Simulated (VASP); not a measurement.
Set up this calculation in VASP 6.6.1, as the native input.

```
Task                   : single point
Functional             : PBEsol
Potentials or basis    : VASP PAW PBE potentials, release 64 (Be)
Cutoff                 : 520 eV
k mesh                 : 13 × 13 × 8
Occupations            : fermi-dirac, width 0.05 eV
Spin                   : no spin polarisation
Dipole correction      : no
Further INCAR settings : ALGO = Normal; EDIFF = 1e-06; NBANDS = 9
```

The structure of Be lies in POSCAR:

```
Be
1.0
    2.2699619540      0.0000000000      0.0000000000
   -1.1349809770      1.9658447178      0.0000000000
    0.0000000000      0.0000000000      3.5601442416
Be
2
Direct
    0.6666666667      0.3333333333      0.7500000000
    0.3333333333      0.6666666667      0.2500000000
```

One way to write it, as run:

INCAR

```
PREC     = Accurate       # precision mode
ENCUT    = 520            # plane-wave cutoff, eV
EDIFF    = 1E-6           # SCF threshold, eV
ISMEAR   = -1             # smearing method
SIGMA    = 0.05           # smearing width, eV
LREAL    = F              # projectors in reciprocal space
LASPH    = T              # aspherical terms in the spheres
NELM     = 100            # most SCF steps
ALGO     = Normal         # electronic algorithm
ISIF     = 2              # what is computed and relaxed
LWAVE    = F              # write WAVECAR
LCHARG   = F              # write CHGCAR
GGA      = PS             # functional
NBANDS   = 9              # bands
```

KPOINTS

```
regular mesh
0
Gamma
  13 13 8
```

Potentials or basis: VASP PAW PBE potentials, release 64 (Be).

Command:

```sh
$ cat potpaw_PBE.64/Be/POTCAR > POTCAR
$ mpirun -np 1 vasp_std > vasp.out
```

It gave:

```
Pressure               : -1.2 GPa
Band gap on the k mesh : zero (band 2 reaches 8.06 eV, above the bottom of band 3 at 6.44 eV)
```

Caveat: the PAW data sets were made with another functional, which shifts forces and pressure a little.

Run time: 4.2 s on 1 thread of AMD EPYC 9R45 (Zen 5), with other jobs on the host, peak memory 0.09 GiB.
